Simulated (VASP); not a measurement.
# C: relaxation of cell and atoms with PBE

The system is C.

```
CELL_PARAMETERS angstrom
2.54224 0.00000 0.00000
0.00000 2.79659 0.00000
0.00000 0.00000 6.66856
ATOMIC_POSITIONS crystal
C 0.00000 0.50000 0.00000
C 0.50000 0.00000 0.50000
C 0.75449 0.34510 0.35548
C 0.24551 0.34510 0.64452
C 0.75449 0.65490 0.64452
C 0.24551 0.65490 0.35548
C 0.74551 0.15490 0.14452
C 0.25449 0.15490 0.85548
C 0.74551 0.84510 0.85548
C 0.25449 0.84510 0.14452
```

The cell was built from a structure type or drawn by symmetry, and may not be a known phase.

```
Program                : VASP 6.6.1
Task                   : relaxation of cell and atoms
Functional             : PBE
Potentials or basis    : VASP PAW PBE potentials, release 64 (C)
Cutoff                 : 600 eV
k mesh                 : 6 × 6 × 4
Occupations            : gaussian, width 0.1 eV
Spin                   : no spin polarisation
Dipole correction      : no
Further INCAR settings : ALGO = Normal; EDIFF = 1e-07; IBRION = 2; EDIFFG = -0.04; NSW = 90; ISIF = 3
```

* Relaxed volume: 5.62 Å³/atom
* Relaxed cell: a = 2.592 Å, b = 3.032 Å, c = 7.151 Å, α = 90.00°, β = 90.00°, γ = 90.00°
* Space group after relaxing (to 0.1 Å): Pnnn (No. 48)
* Energy gained by relaxing: 353.6 meV/atom
* Ionic steps: 11
* Pressure after relaxing: 0.0 GPa
* Largest force after relaxing: 0.010 eV/Å
* Band gap on the k mesh: 3.82 eV (least direct gap 4.04 eV)

Forces in eV/Å, atoms in the order of the input:
```
C    0.000  0.000  0.000
C    0.000  0.000  0.000
C    0.007  0.007 -0.002
C   -0.007  0.007  0.002
C    0.007 -0.007  0.002
C   -0.007 -0.007 -0.002
C   -0.007 -0.007  0.002
C    0.007 -0.007 -0.002
C   -0.007  0.007 -0.002
C    0.007  0.007  0.002
```

Stress tensor (GPa, compression positive):
```
-0.21  0.00  0.00
 0.00 -0.04  0.00
 0.00  0.00  0.15
```

Step by step:
| step | energy change (eV) | largest force (eV/Å) | pressure (GPa) | volume (Å³) |
| --- | --- | --- | --- | --- |
| 1 | 0.0000 | 3.8308 | 87.00 | 47.41 |
| 2 | -0.1541 | 3.2762 | -31.29 | 67.16 |
| 3 | -3.3676 | 1.3483 | 5.74 | 55.84 |
| 4 | -3.3751 | 1.2723 | 7.61 | 55.52 |
| 5 | -3.3763 | 1.2318 | 8.65 | 55.35 |
| 6 | -3.1712 | 1.8553 | -15.27 | 58.39 |
| 7 | -3.5137 | 0.2838 | -1.73 | 56.47 |
| 8 | -3.5221 | 0.3876 | -1.70 | 56.35 |
| 9 | -3.5334 | 0.1184 | -1.76 | 56.40 |
| 10 | -3.5338 | 0.1171 | 1.57 | 56.03 |
| 11 | -3.5357 | 0.0101 | -0.03 | 56.21 |

Final structure:
```xyz
10
Lattice="2.5920 0.0000 0.0000 0.0000 3.0324 0.0000 0.0000 0.0000 7.1513" Properties=species:S:1:pos:R:3 pbc="T T T"
C     0.0000    1.5162    0.0000
C     1.2960    0.0000    3.5757
C     1.9049    1.0659    2.4795
C     0.6870    1.0659    4.6718
C     1.9049    1.9666    4.6718
C     0.6870    1.9666    2.4795
C     1.9830    0.4503    1.0962
C     0.6089    0.4503    6.0552
C     1.9830    2.5821    6.0552
C     0.6089    2.5821    1.0962
```

Levels at points of the mesh, in eV from the valence-band top:
```
           k point  band 18  band 19  band 20  band 21  band 22  band 23
(0.00, 0.00, 0.00)    -1.81    -0.23    -0.07     3.97     4.35     4.67
(0.50, 0.00, 0.00)    -3.54    -2.07    -2.07     4.18     4.18     4.91
(0.00, 0.50, 0.00)    -0.75    -0.20    -0.20     5.55     5.55     6.35
(0.50, 0.50, 0.00)    -3.53    -3.18    -3.18     6.91     6.91     6.94
(0.00, 0.00, 0.50)    -0.93    -0.65    -0.65     3.82     3.82     6.79
(0.50, 0.00, 0.50)    -3.18    -3.01    -3.01     4.63     4.63     4.98
(0.00, 0.50, 0.50)    -0.79    -0.06    -0.06     5.48     5.48     6.42
(0.50, 0.50, 0.50)    -2.68    -1.95    -0.93     5.12     5.40     5.93
```

Wall time 11 min on 1 thread of Intel Xeon 8259CL, with other jobs on the host, peak memory 0.19 GiB.

Caveat: the volume moved by over 15 % at a fixed basis, so the end points are rough. A k mesh can miss the band edges.
